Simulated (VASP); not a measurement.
# Cu (I4/mmm) in VASP: notebook

The runs below take Cu through single point, with PBEsol.

All numbers are computed with VASP 6.6.1; they aren't measurements. Logs are shortened: lines on timing, memory, paths and dates and some standing lists are left out, and cuts for length are marked.

## Step 1: The cell of the first run

Symmetry: I4/mmm, No. 139, tetragonal system. The conventional cell has a = 2.865 Å, b = 2.865 Å, c = 2.976 Å, α = 90.00°, β = 90.00°, γ = 90.00°. Within 3.3 Å of Cu (site symmetry 4/mmm) lie 14 Cu at 2.51 to 2.98 Å.

## Step 2: Single point, PBEsol (12.22 Å³/atom)

Input file INCAR:

```
SYSTEM = Cu
PREC = Accurate ; ENCUT = 520
EDIFF = 1E-7 ; ISMEAR = 0
SIGMA = 0.15 ; LREAL = .False.
LASPH = .True. ; NELM = 100
ALGO = Fast ; ISIF = 2
LWAVE = .False. ; LCHARG = .True.
GGA = PS ; LELF = .True.
LVHAR = .True. ; NBANDS = 12
```

Input file KPOINTS:

```
regular mesh
0
Gamma
  24 24 24
  0 0 0
```

Input file POSCAR:

```
Cu
1.0
    0.0000000000      2.0261666686      1.4878141847
    2.0261666686      0.0000000000      1.4878141847
    2.0261666686      2.0261666686      0.0000000000
Cu
1
Direct
    0.0000000000      0.0000000000      0.0000000000
```

Potentials or basis: VASP PAW PBE potentials, release 64 (Cu).

The run is started by

```sh
$ cat potpaw_PBE.64/Cu/POTCAR > POTCAR
$ mpirun -np 1 vasp_std > vasp.out
```

OUTCAR:

```text
SYSTEM = Cu
   PREC = Accurate
   ENCUT = 520
   EDIFF = 1E-7
   ISMEAR = 0
   LREAL = .False.
   LASPH = .True.
   NELM = 100
   ISIF = 2
   GGA = PS

 ion  position               nearest neighbor table
   1  0.000  0.000  0.000-

  LATTYP: Found a body centered tetragonal cell.
 ALAT       =     2.8654323824
 C/A-ratio  =     1.0384570188

  Lattice vectors:

 A1 = (   0.0000000000,  -2.0261666686,  -1.4878141847)
 A2 = (   0.0000000000,   2.0261666686,  -1.4878141847)
 A3 = (   2.0261666686,   0.0000000000,   1.4878141847)

Analysis of symmetry for initial positions (statically):
=====================================================================
 Subroutine PRICEL returns:
 Original cell was already a primitive cell.

 Routine SETGRP: Setting up the symmetry group for a
 body centered tetragonal supercell.

 Subroutine GETGRP returns: Found 16 space group operations
 (whereof 16 operations were pure point group operations)
 out of a pool of 16 trial point group operations.

The static configuration has the point symmetry D_4h.

Analysis of symmetry for dynamics (positions and initial velocities):
=====================================================================
 Subroutine PRICEL returns:
 Original cell was already a primitive cell.

 Routine SETGRP: Setting up the symmetry group for a
 body centered tetragonal supercell.

 Subroutine GETGRP returns: Found 16 space group operations
 (whereof 16 operations were pure point group operations)
 out of a pool of 16 trial point group operations.

The dynamic configuration has the point symmetry D_4h.

 Subroutine INISYM returns: Found 16 space group operations
 (whereof 16 operations are pure point group operations),
 and found     1 'primitive' translations

----------------------------------------------------------------------------------------

                                     Primitive cell

  volume of cell :      12.2160

  direct lattice vectors                    reciprocal lattice vectors
     0.000000000  2.026166669  1.487814185    -0.246771407  0.246771407  0.336063472
     2.026166669  0.000000000  1.487814185     0.246771407 -0.246771407  0.336063472
     2.026166669  2.026166669  0.000000000     0.246771407  0.246771407 -0.336063472

  length of vectors
     2.513750667  2.513750667  2.865432382     0.484490363  0.484490363  0.484490363

  position of ions in fractional coordinates (direct lattice)
     0.000000000  0.000000000  0.000000000

  ion indices of the primitive-cell ions
   primitive index   ion index
                 1           1

----------------------------------------------------------------------------------------

 KPOINTS: regular mesh

Automatic generation of k-mesh.
 Grid dimensions read from file:
 generate k-points for:   24   24   24

 Generating k-lattice:

  Cartesian coordinates                     Fractional coordinates (reciprocal lattice)
    -0.010282142  0.010282142  0.014002645     0.041666667  0.000000000  0.000000000
     0.010282142 -0.010282142  0.014002645     0.000000000  0.041666667  0.000000000
     0.010282142  0.010282142 -0.014002645     0.000000000  0.000000000  0.041666667

  Length of vectors
     0.020187098  0.020187098  0.020187098

  Shift w.r.t. Gamma in fractional coordinates (k-lattice)
     0.000000000  0.000000000  0.000000000

 Subroutine IBZKPT returns following result:
 ===========================================

 Found   1063 irreducible k-points:

 Following reciprocal coordinates:
            Coordinates               Weight
  0.000000  0.000000  0.000000      1.000000
  0.041667  0.000000  0.000000      8.000000
  0.083333  0.000000  0.000000      8.000000
  0.125000  0.000000  0.000000      8.000000
  0.166667  0.000000  0.000000      8.000000
  0.208333  0.000000  0.000000      8.000000
[... 16 lines left out ...]
  0.416667  0.041667  0.000000      8.000000
  0.458333  0.041667  0.000000      8.000000
 [... further k-points ...]
   k-points           NKPTS =   1063   k-points in BZ     NKDIM =   1063   number of bands    NBANDS=     12
   number of dos      NEDOS =    301   number of ions     NIONS =      1
   total plane-waves  NPLWV =   9600
   dimension x,y,z NGX =    20 NGY =   20 NGZ =   24
   dimension x,y,z NGXF=    40 NGYF=   40 NGZF=   48
   ions per type =               1
   NGX,Y,Z   is equivalent  to a cutoff of  13.23, 13.23, 13.92 a.u.
   NGXF,Y,Z  is equivalent  to a cutoff of  26.45, 26.45, 27.85 a.u.
 SYSTEM =  Cu
   PREC   = accura    normal or accurate (medium, high low for compatibility)
   ISTART =      0    job   : 0-new  1-cont  2-samecut
   ICHARG =      2    charge: 1-file 2-atom 10-const
   ISPIN  =      1    spin polarized calculation?
   LNONCOLLINEAR =      F non collinear calculations
   LSORBIT =      F    spin-orbit coupling
   LASPH  =      T    aspherical Exc in radial PAW
   ENCUT  =  520.0 eV  38.22 Ry    6.18 a.u.   4.67  4.67  5.33*2*pi/ulx,y,z
   NELM   =    100;   NELMIN=  2; NELMDL= -5     # of ELM steps
   EDIFF  = 0.1E-06   stopping-criterion for ELM
   LREAL  =      F    real-space projection
   EDIFFG = 0.1E-05   stopping-criterion for IOM
   NSW    =      0    number of steps for IOM
   IBRION =     -1    ionic relax: 0-MD 1-quasi-New 2-CG
   NFREE  =      0    steps in history (QN), initial steepest desc. (CG)
   ISIF   =      2    stress and relaxation
   ISYM   =      2    0-nonsym 1-usesym 2-fastsym
   POTIM  = 0.5000    time-step for ionic-motion
   TEBEG  =    0.0;   TEEND  =   0.0 temperature during run
   PSTRESS=    0.0 pullay stress
   NELECT =      11.0000    total number of electrons
   NUPDOWN=      -1.0000    fix difference up-down
   EMIN   =  10.00;   EMAX   =-10.00  energy-range for DOS
   EFERMI =   0.00;   METHOD = LEGACY
   ISMEAR =     0;   SIGMA  =   0.15  broadening in eV -4-tet -1-fermi 0-gaus
   EFERMI_NEDOS =   21; number of points for ismear=-14 and -15
   IALGO  =     68    algorithm
   IMIX   =      4    mixing-type and parameters
     AMIX     =   0.40;   BMIX     =  1.00
     AMIX_MAG =   1.60;   BMIX_MAG =  1.00
  volume/ion in A,a.u.               =      12.22        82.44
  Fermi-wavevector in a.u.,A,eV,Ry     =   1.580870  2.987410 34.002983  2.499149
  Thomas-Fermi vector in A             =   2.681032
   LORBIT       =      0    0 simple, 1 ext, 2 COOP (PROOUT), +10 PAW based schemes
   GGA     = PS    functional components
   LHFCALC =     F    Hartree Fock is set to
   AEXX    =    0.0000 exact exchange contribution
   IVDW    =     0    specifies the selected vdW correction
   LEPSILON=     F    determine dielectric tensor
   LRPA    =     F    only Hartree local field effects (RPA)
 non-spin polarized calculation
 RMM-DIIS sequential band-by-band and
 Gauss-broadening in eV      SIGMA  =   0.15
  energy-cutoff  :      520.00
  volume of cell :       12.22
 maximum number of plane-waves:       342
   NGX =  9   NGY =  9   NGZ = 11

 number of electron      11.0000001 magnetization

 Free energy of the ion-electron system (eV)
  ---------------------------------------------------
  ext. energy  EPLUGINS =         0.00000000
  ---------------------------------------------------
  free energy    TOTEN  =        -4.24722456 eV

  energy without entropy =       -4.24263908  energy(sigma->0) =       -4.24493182

 E-fermi :   6.9797     XC(G=0): -12.7131

 val. band max:        6.9769125756   @ k =   0.5000   0.1250   0.3333
 cond. band min:       6.9821614400   @ k =  -0.2083   0.0833   0.2917
 fundamental gap:      0.0052488644
 Fermi energy:         6.9797153327

 k-point     1 :       0.0000    0.0000    0.0000
  band No.  band energies     occupation
      1      -2.1371      2.00000
      2       3.9508      2.00000
      3       3.9508      2.00000
      4       4.0836      2.00000
      5       4.8885      2.00000
      6       5.0266      2.00000
      7      31.1997      0.00000
      8      31.8773      0.00000
      9      31.8773      0.00000
     10      34.0324      0.00000
     11      35.0288      0.00000
     12      35.0712      0.00000

 k-point     2 :       0.0417    0.0000    0.0000
  band No.  band energies     occupation
      1      -2.0724      2.00000
      2       3.9510      2.00000
      3       3.9561      2.00000
      4       4.0911      2.00000
      5       4.8805      2.00000
      6       5.0229      2.00000
      7      30.5571      0.00000
      8      31.4776      0.00000
      9      31.6681      0.00000
     10      33.3846      0.00000
     11      34.0715      0.00000
     12      34.0993      0.00000

 k-point     3 :       0.0833    0.0000    0.0000
  band No.  band energies     occupation
      1      -1.8795      2.00000
      2       3.9497      2.00000
      3       3.9501      2.00000
      4       4.1358      2.00000
      5       4.8570      2.00000
      6       5.0146      2.00000
      7      28.6824      0.00000
      8      30.8729      0.00000
      9      31.1624      0.00000
     10      32.7646      0.00000
     11      32.9126      0.00000
     12      33.4051      0.00000
[... 286 lines left out ...]
 k-point    23 :       0.4167    0.0417    0.0000
  band No.  band energies     occupation
      1       2.0249      2.00000
      2       3.4467      2.00000
      3       4.7099      2.00000
      4       4.8381      2.00000
      5       5.5158      2.00000
      6       5.6279      2.00000
      7      12.8123      0.00000
      8      24.2632      0.00000
      9      24.6362      0.00000
     10      28.9805      0.00000
     11      31.2918      0.00000
     12      38.1475      0.00000

 k-point    24 :       0.4583    0.0417    0.0000
  band No.  band energies     occupation
      1       2.1366      2.00000
      2       3.4153      2.00000
      3       4.8260      2.00000
      4       4.8509      2.00000
      5       5.6083      2.00000
      6       6.2540      2.00000
      7      11.5775      0.00000
      8      24.0201      0.00000
      9      24.4320      0.00000
     10      28.8282      0.00000
     11      31.2386      0.00000
     12      38.3723      0.00000

 [... further k-points ...]

------------------------ aborting loop because EDIFF is reached ----------------------------------------

  FORCE on cell =-STRESS in cart. coord.  units (eV):
  Direction    XX          YY          ZZ          XY          YZ          ZX
  --------------------------------------------------------------------------------------
  -------------------------------------------------------------------------------------
  Total       -0.7278084     -0.7278084     -0.6779221      0.0000000      0.0000000      0.0000000
  in kB      -95.4549882    -95.4549882    -88.9121931      0.0000000      0.0000000      0.0000000
  external PRESSURE =     -93.2740565 kB  Pullay stress =       0.0000000 kB

 VOLUME and BASIS-vectors are now :
 -----------------------------------------------------------------------------
  energy-cutoff  :      520.00
  volume of cell :       12.22
      direct lattice vectors                 reciprocal lattice vectors
     0.000000000  2.026166669  1.487814185    -0.246771407  0.246771407  0.336063472
     2.026166669  0.000000000  1.487814185     0.246771407 -0.246771407  0.336063472
     2.026166669  2.026166669  0.000000000     0.246771407  0.246771407 -0.336063472

 POSITION                                       TOTAL-FORCE (eV/Angst)
 -----------------------------------------------------------------------------------
      0.00000      0.00000      0.00000         0.000000      0.000000      0.000000
 -----------------------------------------------------------------------------------
    total drift:                               -0.000000     -0.000000     -0.000000

  FREE ENERGIE OF THE ION-ELECTRON SYSTEM (eV)
  ---------------------------------------------------
  free  energy   TOTEN  =        -4.2472245560 eV

  energy  without entropy=       -4.2426390809  energy(sigma->0) =       -4.24493182
```

It took 1.8 min on 1 thread of AMD EPYC 9R45 (Zen 5), shared host; peak memory 0.23 GiB.

What came out:

| Item | Value |
| --- | --- |
| Free energy | -4.2472 eV |
| Pressure | -9.3 GPa |
| Band gap on the k mesh | zero (an odd number of electrons rules out a gap without spin polarisation) |

Levels at points of the mesh, in eV from the Fermi level:
| k point | band 3 | band 4 | band 5 | band 6 | band 7 | band 8 | band 9 | band 10 |
| --- | --- | --- | --- | --- | --- | --- | --- | --- |
| (0.00, 0.00, 0.00) | -3.03 | -2.90 | -2.09 | -1.95 | 24.22 | 24.90 | 24.90 | 27.05 |
| (0.50, 0.00, 0.00) | -2.13 | -1.91 | -1.34 | -0.61 | 4.04 | 17.45 | 17.53 | 21.23 |
| (0.50, 0.50, 0.00) | -1.51 | -1.48 | -1.48 | 7.12 | 8.48 | 8.48 | 12.80 | 13.72 |
| (0.50, 0.00, 0.50) | -1.97 | -1.87 | -1.31 | -0.34 | 4.43 | 16.41 | 16.57 | 20.36 |

Caveat: the cell stands under tension; the PAW data sets were made with another functional, which shifts forces and pressure a little.

## Step 3: Single point, PBEsol (12.22 Å³/atom)

Input file INCAR:

```
SYSTEM = Cu
  PREC = Accurate
  ENCUT = 520
  EDIFF = 1E-7
  ISMEAR = 0
  SIGMA = 0.15
  LREAL = .FALSE.
  LASPH = .TRUE.
  NELM = 80
  ALGO = Fast
  ISIF = 2
  LWAVE = .FALSE.
  LCHARG = .FALSE.
  GGA = PS
  NBANDS = 12
```

Input file KPOINTS:

```
regular mesh
0
G
  24 24 24
  0 0 0
```

Input file POSCAR:

```
Cu
1.0
    0.0000000000      2.0969733036      1.3890351163
    2.0969733036      0.0000000000      1.3890351163
    2.0969733036      2.0969733036      0.0000000000
Cu
1
Direct
    0.0000000000      0.0000000000      0.0000000000
```

Potentials or basis: VASP PAW PBE potentials, release 64 (Cu).

The run is started by

```sh
$ cat potpaw_PBE.64/Cu/POTCAR > POTCAR
$ mpirun -np 1 vasp_std > vasp.out
```

Wall time 1.9 min (1 thread of AMD EPYC 9R45 (Zen 5), shared host); peak memory 0.23 GiB.

It converged, with:

```
Free energy            : -4.2474 eV
Pressure               : -9.2 GPa
Band gap on the k mesh : zero (an odd number of electrons rules out a gap without spin polarisation)
```

Stress tensor (GPa, compression positive):
```
-9.15  0.00  0.00
 0.00 -9.15  0.00
 0.00  0.00 -9.35
```

Levels at points of the mesh, in eV from the Fermi level:
| k point | band 2 | band 3 | band 4 | band 5 | band 6 | band 7 | band 8 | band 9 | band 10 | band 11 |
| --- | --- | --- | --- | --- | --- | --- | --- | --- | --- | --- |
| (0.00, 0.00, 0.00) | -3.15 | -2.90 | -2.90 | -2.17 | -1.90 | 23.95 | 23.95 | 25.76 | 27.50 | 27.50 |
| (0.50, 0.00, 0.00) | -3.76 | -2.05 | -1.80 | -1.33 | -0.35 | 4.41 | 16.52 | 16.67 | 20.44 | 23.19 |
| (0.50, 0.50, 0.00) | -4.41 | -1.51 | -1.51 | -1.45 | 7.23 | 7.23 | 9.68 | 12.72 | 13.27 | 16.03 |
| (0.50, 0.00, 0.50) | -3.45 | -2.25 | -1.98 | -1.36 | -0.83 | 3.71 | 18.38 | 18.39 | 22.01 | 24.69 |

Caveat: the cell stands under tension; the PAW data sets were made with another functional, which shifts forces and pressure a little.
